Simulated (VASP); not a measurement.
# MgO in VASP: notebook

The runs below take MgO through single point, with r2SCAN.

Everything below comes from runs of VASP 6.6.1. Logs are shortened: lines on timing, memory, paths and dates and some standing lists are left out, and cuts for length are marked.

## 1. The cell of the first run

Symmetry: Pm-3m, No. 221, cubic system. The conventional cell has a = 2.656 Å, b = 2.656 Å, c = 2.656 Å, α = 90.00°, β = 90.00°, γ = 90.00°. Mg (site symmetry m-3m) has 8 O at 2.30 Å and 6 Mg at 2.66 Å within 3.0 Å. Within 3.0 Å of O (site symmetry m-3m) lie 8 Mg at 2.30 Å and 6 O at 2.66 Å.

## 2. Single point, r2SCAN (strain +1.2%)

Input file POSCAR:

```
MgO
1.0
    2.6556162495      0.0000000000      0.0000000000
    0.0000000000      2.6556162495      0.0000000000
    0.0000000000      0.0000000000      2.6556162495
Mg O
1 1
Direct
    0.0000000000      0.0000000000      0.0000000000
    0.5000000000      0.5000000000      0.5000000000
```

Input file INCAR.step1:

```
ALGO = Normal ; EDIFF = 1E-5
ENCUT = 920 ; GGA = PE
GGA_COMPAT = F ; ISMEAR = 0
LASPH = T ; LCHARG = F
LREAL = F ; LWAVE = T
NBANDS = 15 ; NELM = 120
PREC = Accurate ; SIGMA = 0.01
```

Input file INCAR.step2:

```
ALGO = Normal ; EDIFF = 1E-6
ENCUT = 920 ; GGA_COMPAT = F
ISIF = 2 ; ISMEAR = 0
ISTART = 1 ; LASPH = T
LCHARG = T ; LELF = T
LMIXTAU = T ; LREAL = F
LVHAR = T ; LWAVE = F
METAGGA = R2SCAN ; NBANDS = 15
NELM = 120 ; PREC = Accurate
SIGMA = 0.01
```

Input file KPOINTS:

```
k-points
0
Gamma
  10 10 10
```

Potentials or basis: VASP PAW PBE potentials, release 64 (Mg_sv, O).

Started as:

```bash
cat potpaw_PBE.64/Mg_sv/POTCAR potpaw_PBE.64/O/POTCAR > POTCAR
cp INCAR.step1 INCAR
mpirun -np 1 vasp_std > vasp.out
cp INCAR.step2 INCAR
mpirun -np 1 vasp_std > vasp.out
```

OUTCAR:

```text
EDIFF = 1E-6
   ENCUT = 920
   ISIF = 2
   ISMEAR = 0
   ISTART = 1
   LASPH = T
   LREAL = F
   METAGGA = R2SCAN
   NELM = 120
   PREC = Accurate

 ion  position               nearest neighbor table
   1  0.000  0.000  0.000-
   2  0.500  0.500  0.500-

  LATTYP: Found a simple cubic cell.
 ALAT       =     2.6556162495

  Lattice vectors:

 A1 = (   2.6556162495,   0.0000000000,   0.0000000000)
 A2 = (   0.0000000000,   2.6556162495,   0.0000000000)
 A3 = (   0.0000000000,   0.0000000000,   2.6556162495)

Analysis of symmetry for initial positions (statically):
=====================================================================
 Subroutine PRICEL returns:
 Original cell was already a primitive cell.

 Routine SETGRP: Setting up the symmetry group for a
 simple cubic supercell.

 Subroutine GETGRP returns: Found 48 space group operations
 (whereof 48 operations were pure point group operations)
 out of a pool of 48 trial point group operations.

The static configuration has the point symmetry O_h .

Analysis of symmetry for dynamics (positions and initial velocities):
=====================================================================
 Subroutine PRICEL returns:
 Original cell was already a primitive cell.

 Routine SETGRP: Setting up the symmetry group for a
 simple cubic supercell.

 Subroutine GETGRP returns: Found 48 space group operations
 (whereof 48 operations were pure point group operations)
 out of a pool of 48 trial point group operations.

The dynamic configuration has the point symmetry O_h .

 Subroutine INISYM returns: Found 48 space group operations
 (whereof 48 operations are pure point group operations),
 and found     1 'primitive' translations

----------------------------------------------------------------------------------------

                                     Primitive cell

  volume of cell :      18.7282

  direct lattice vectors                    reciprocal lattice vectors
     2.655616249  0.000000000  0.000000000     0.376560431  0.000000000  0.000000000
     0.000000000  2.655616249  0.000000000     0.000000000  0.376560431  0.000000000
     0.000000000  0.000000000  2.655616249     0.000000000  0.000000000  0.376560431

  length of vectors
     2.655616249  2.655616249  2.655616249     0.376560431  0.376560431  0.376560431

  position of ions in fractional coordinates (direct lattice)
[... 81 lines left out ...]
   EDIFFG = 0.1E-04   stopping-criterion for IOM
   NSW    =      0    number of steps for IOM
   IBRION =     -1    ionic relax: 0-MD 1-quasi-New 2-CG
   NFREE  =      0    steps in history (QN), initial steepest desc. (CG)
   ISIF   =      2    stress and relaxation
   ISYM   =      2    0-nonsym 1-usesym 2-fastsym
   POTIM  = 0.5000    time-step for ionic-motion
   TEBEG  =    0.0;   TEEND  =   0.0 temperature during run
   PSTRESS=    0.0 pullay stress
   NELECT =      16.0000    total number of electrons
   NUPDOWN=      -1.0000    fix difference up-down
   EMIN   =  10.00;   EMAX   =-10.00  energy-range for DOS
   EFERMI =   0.00;   METHOD = LEGACY
   ISMEAR =     0;   SIGMA  =   0.01  broadening in eV -4-tet -1-fermi 0-gaus
   EFERMI_NEDOS =   21; number of points for ismear=-14 and -15
   IALGO  =     38    algorithm
   IMIX   =      4    mixing-type and parameters
     AMIX     =   0.40;   BMIX     =  1.00
     AMIX_MAG =   1.60;   BMIX_MAG =  1.00
  volume/ion in A,a.u.               =       9.36        63.19
  Fermi-wavevector in a.u.,A,eV,Ry     =   1.553398  2.935497 32.831490  2.413046
  Thomas-Fermi vector in A             =   2.657635
   LORBIT       =      0    0 simple, 1 ext, 2 COOP (PROOUT), +10 PAW based schemes
   METAGGA = R2SCAN    functional components
   LHFCALC =     F    Hartree Fock is set to
   AEXX    =    0.0000 exact exchange contribution
   IVDW    =     0    specifies the selected vdW correction
   LEPSILON=     F    determine dielectric tensor
   LRPA    =     F    only Hartree local field effects (RPA)
 non-spin polarized calculation
 Gauss-broadening in eV      SIGMA  =   0.01
  energy-cutoff  :      920.00
  volume of cell :       18.73
 maximum number of plane-waves:      1213
 NGX is ok and might be reduce to    28
   NGX = 13   NGY = 13   NGZ = 13

 number of electron      16.0000004 magnetization

 Free energy of the ion-electron system (eV)
  ---------------------------------------------------
  ext. energy  EPLUGINS =         0.00000000
  ---------------------------------------------------
  free energy    TOTEN  =       -14.53171490 eV

  energy without entropy =      -14.53171490  energy(sigma->0) =      -14.53171490

 E-fermi :   4.3526     XC(G=0): -12.1433

 val. band max:        4.2226925072   @ k =   0.5000   0.5000   0.0000
 cond. band min:       7.3982744707   @ k =   0.0000   0.0000   0.0000
 fundamental gap:      3.1755819635
 Fermi energy:         4.3526440904

 k-point     1 :       0.0000    0.0000    0.0000
  band No.  band energies     occupation
      1     -73.4506      2.00000
      2     -38.5103      2.00000
      3     -38.5103      2.00000
      4     -38.5103      2.00000
      5     -15.1000      2.00000
      6       3.2099      2.00000
      7       3.2099      2.00000
      8       3.2099      2.00000
      9       7.3983      0.00000
     10      15.6297      0.00000
     11      15.6297      0.00000
     12      25.6387      0.00000
     13      25.6387      0.00000
     14      25.6387      0.00000
[... 401 lines left out ...]
      2     -38.5828      2.00000
      3     -38.5136      2.00000
      4     -38.5123      2.00000
      5     -14.2336      2.00000
      6      -0.4616      2.00000
      7       2.8623      2.00000
      8       3.0946      2.00000
      9      11.0599      0.00000
     10      15.8330      0.00000
     11      17.1190      0.00000
     12      23.1967      0.00000
     13      23.9146      0.00000
     14      27.1954      0.00000
     15      27.3975      0.00000

 [... further k-points ...]
[... 5 lines left out ...]
  --------------------------------------------------------------------------------------
  -------------------------------------------------------------------------------------
  Total       -0.5884014     -0.5884014     -0.5884014     -0.0000000     -0.0000000      0.0000000
  in kB      -50.3371171    -50.3371171    -50.3371171     -0.0000000     -0.0000000      0.0000000
  external PRESSURE =     -50.3371171 kB  Pullay stress =       0.0000000 kB

 VOLUME and BASIS-vectors are now :
 -----------------------------------------------------------------------------
  energy-cutoff  :      920.00
  volume of cell :       18.73
      direct lattice vectors                 reciprocal lattice vectors
     2.655616249  0.000000000  0.000000000     0.376560431  0.000000000  0.000000000
     0.000000000  2.655616249  0.000000000     0.000000000  0.376560431  0.000000000
     0.000000000  0.000000000  2.655616249     0.000000000  0.000000000  0.376560431

 POSITION                                       TOTAL-FORCE (eV/Angst)
 -----------------------------------------------------------------------------------
      0.00000      0.00000      0.00000         0.000000      0.000000      0.000000
      1.32781      1.32781      1.32781         0.000000      0.000000      0.000000
 -----------------------------------------------------------------------------------
    total drift:                               -0.000000      0.000000      0.000000

  FREE ENERGIE OF THE ION-ELECTRON SYSTEM (eV)
  ---------------------------------------------------
  free  energy   TOTEN  =       -14.5317148974 eV

  energy  without entropy=      -14.5317148974  energy(sigma->0) =      -14.53171490
```

OUTCAR.step1:

```text
EDIFF = 1E-5
   ENCUT = 920
   GGA = PE
   ISMEAR = 0
   LASPH = T
[... 653 lines left out ...]
 -----------------------------------------------------------------------------------
      0.00000      0.00000      0.00000         0.000000      0.000000      0.000000
      1.32781      1.32781      1.32781         0.000000      0.000000      0.000000
 -----------------------------------------------------------------------------------
    total drift:                                0.000000      0.000000      0.000000

  FREE ENERGIE OF THE ION-ELECTRON SYSTEM (eV)
  ---------------------------------------------------
  free  energy   TOTEN  =       -10.3885890433 eV

  energy  without entropy=      -10.3885890433  energy(sigma->0) =      -10.38858904
```

Wall time 2.4 min (1 thread of AMD EPYC 7R43 (Zen 3), shared host); peak memory 0.15 GiB.

Results:

```yaml
Free_energy: -14.5317 eV
Pressure: -5.0 GPa
Band_gap_on_the_k_mesh: 3.18 eV (least direct gap 4.19 eV)
```

Levels at points of the mesh, in eV from the valence-band top:
```
           k point  band 4  band 5  band 6  band 7  band 8  band 9  band 10  band 11  band 12  band 13
(0.00, 0.00, 0.00)  -42.73  -19.32   -1.01   -1.01   -1.01    3.18    11.41    11.41    21.42    21.42
(0.50, 0.00, 0.00)  -42.72  -18.17   -6.36   -0.56   -0.56    7.74    10.30    15.64    18.34    18.95
(0.50, 0.50, 0.00)  -42.71  -17.37   -4.65   -4.65    0.00    5.82    13.12    13.12    14.17    20.25
(0.50, 0.50, 0.50)  -42.81  -16.56   -3.61   -3.61   -3.61    8.31     8.31     8.31    17.49    19.95
```

Caveat: the cell differs from its parent crystal (strain +1.2%); the cell stands under tension; the structure was generated, so it needn't be the stable form of MgO; the PAW data sets were made with another functional, which shifts forces and pressure a little. A k mesh can miss the band edges.

## 3. Single point, r2SCAN (uniaxial x strain +4.9%)

Input file POSCAR:

```
MgO
1.0
    2.7516308250      0.0000000000      0.0000000000
    0.0000000000      2.6233490561      0.0000000000
    0.0000000000      0.0000000000      2.6233490561
Mg O
1 1
Direct
    0.0000000000      0.0000000000      0.0000000000
    0.5000000000      0.5000000000      0.5000000000
```

Input file INCAR.step1:

```
SYSTEM = MgO
ALGO = Normal
EDIFF = 1E-5
ENCUT = 920
GGA = PE
GGA_COMPAT = .False.
ISMEAR = 0
LASPH = .True.
LCHARG = .False.
LREAL = .False.
LWAVE = .True.
NBANDS = 15
NELM = 120
PREC = Accurate
SIGMA = 0.01
```

Input file INCAR.step2:

```
SYSTEM = MgO
ALGO = Normal
EDIFF = 1E-6
ENCUT = 920
GGA_COMPAT = .False.
ISIF = 2
ISMEAR = 0
ISTART = 1
LASPH = .True.
LCHARG = .True.
LELF = .True.
LMIXTAU = .True.
LREAL = .False.
LVHAR = .True.
LWAVE = .False.
METAGGA = R2SCAN
NBANDS = 15
NELM = 120
PREC = Accurate
SIGMA = 0.01
```

Input file KPOINTS:

```
k-points
0
Gamma
  10 10 10
  0 0 0
```

Potentials or basis: VASP PAW PBE potentials, release 64 (Mg_sv, O).

Started as:

```bash
cat potpaw_PBE.64/Mg_sv/POTCAR potpaw_PBE.64/O/POTCAR > POTCAR
cp INCAR.step1 INCAR
mpirun -np 1 vasp_std > vasp.out
cp INCAR.step2 INCAR
mpirun -np 1 vasp_std > vasp.out
```

OUTCAR:

```text
SYSTEM = MgO
   EDIFF = 1E-6
   ENCUT = 920
   ISIF = 2
   ISMEAR = 0
   ISTART = 1
   LASPH = .True.
   LREAL = .False.
   METAGGA = R2SCAN
   NELM = 120
   PREC = Accurate

 ion  position               nearest neighbor table
   1  0.000  0.000  0.000-
   2  0.500  0.500  0.500-

  LATTYP: Found a simple tetragonal cell.
 ALAT       =     2.6233490561
 C/A-ratio  =     1.0489000000

  Lattice vectors:

 A1 = (   0.0000000000,   2.6233490561,   0.0000000000)
[... 609 lines left out ...]
      9      11.4227      0.00000
     10      15.0875      0.00000
     11      16.7630      0.00000
     12      21.3262      0.00000
     13      23.9719      0.00000
     14      26.3428      0.00000
     15      28.5122      0.00000

 [... further k-points ...]
[... 5 lines left out ...]
  --------------------------------------------------------------------------------------
  -------------------------------------------------------------------------------------
  Total       -3.1657876      0.5025779      0.5025779      0.0000000      0.0000000      0.0000000
  in kB     -267.8490013     42.5218038     42.5218038      0.0000000      0.0000000      0.0000000
  external PRESSURE =     -60.9351312 kB  Pullay stress =       0.0000000 kB

 VOLUME and BASIS-vectors are now :
 -----------------------------------------------------------------------------
  energy-cutoff  :      920.00
  volume of cell :       18.94
      direct lattice vectors                 reciprocal lattice vectors
     2.751630825  0.000000000  0.000000000     0.363420845  0.000000000  0.000000000
     0.000000000  2.623349056  0.000000000     0.000000000  0.381192125  0.000000000
     0.000000000  0.000000000  2.623349056     0.000000000  0.000000000  0.381192125

 POSITION                                       TOTAL-FORCE (eV/Angst)
 -----------------------------------------------------------------------------------
      0.00000      0.00000      0.00000         0.000000      0.000000      0.000000
      1.37582      1.31167      1.31167         0.000000      0.000000      0.000000
 -----------------------------------------------------------------------------------
    total drift:                               -0.000000      0.000000      0.000000

  FREE ENERGIE OF THE ION-ELECTRON SYSTEM (eV)
  ---------------------------------------------------
  free  energy   TOTEN  =       -14.4655111640 eV

  energy  without entropy=      -14.4655111640  energy(sigma->0) =      -14.46551116
```

OSZICAR.step1:

```text
N       E                     dE             d eps       ncg     rms          rms(c)
DAV:   1     0.165713577905E+03    0.16571E+03   -0.14211E+04  3788   0.189E+03
DAV:   2    -0.605596303662E+01   -0.17177E+03   -0.16131E+03  4641   0.448E+02
DAV:   3    -0.119666427413E+02   -0.59107E+01   -0.58792E+01  4856   0.789E+01
DAV:   4    -0.120468301834E+02   -0.80187E-01   -0.80180E-01  4404   0.887E+00
DAV:   5    -0.120482346301E+02   -0.14044E-02   -0.14044E-02  4747   0.975E-01    0.866E+00
DAV:   6    -0.104134938294E+02    0.16347E+01   -0.20850E+00  3934   0.148E+01    0.291E+00
DAV:   7    -0.103676367281E+02    0.45857E-01   -0.13336E-01  4326   0.325E+00    0.171E+00
DAV:   8    -0.103344378419E+02    0.33199E-01   -0.52114E-02  4718   0.240E+00    0.314E-01
DAV:   9    -0.103338930353E+02    0.54481E-03   -0.42783E-03  4466   0.592E-01    0.122E-01
DAV:  10    -0.103340072743E+02   -0.11424E-03   -0.30166E-04  4480   0.250E-01    0.780E-02
DAV:  11    -0.103339843936E+02    0.22881E-04   -0.62199E-05  4508   0.114E-01    0.603E-03
DAV:  12    -0.103339839144E+02    0.47917E-06   -0.26397E-06  2345   0.199E-02
   1 F= -.10333984E+02 E0= -.10333984E+02  d E =0.000000E+00
```

Wall time 3.6 min (1 thread of Intel Xeon Platinum 8259CL at 2.50GHz (Skylake/Cascade Lake), shared host); peak memory 0.22 GiB.

Results:

```
Free energy            : -14.4655 eV
Pressure               : -6.1 GPa
Band gap on the k mesh : 2.81 eV (least direct gap 3.74 eV)
```

Stress tensor (GPa, compression positive):
```
-26.78   0.00   0.00
  0.00   4.25   0.00
  0.00   0.00   4.25
```

Caveat: the cell differs from its parent crystal (uniaxial x strain +4.9%); the stress differs along the axes, from -27 to 4 GPa; the structure was generated, so it needn't be the stable form of MgO; the PAW data sets were made with another functional, which shifts forces and pressure a little. A k mesh can miss the band edges.
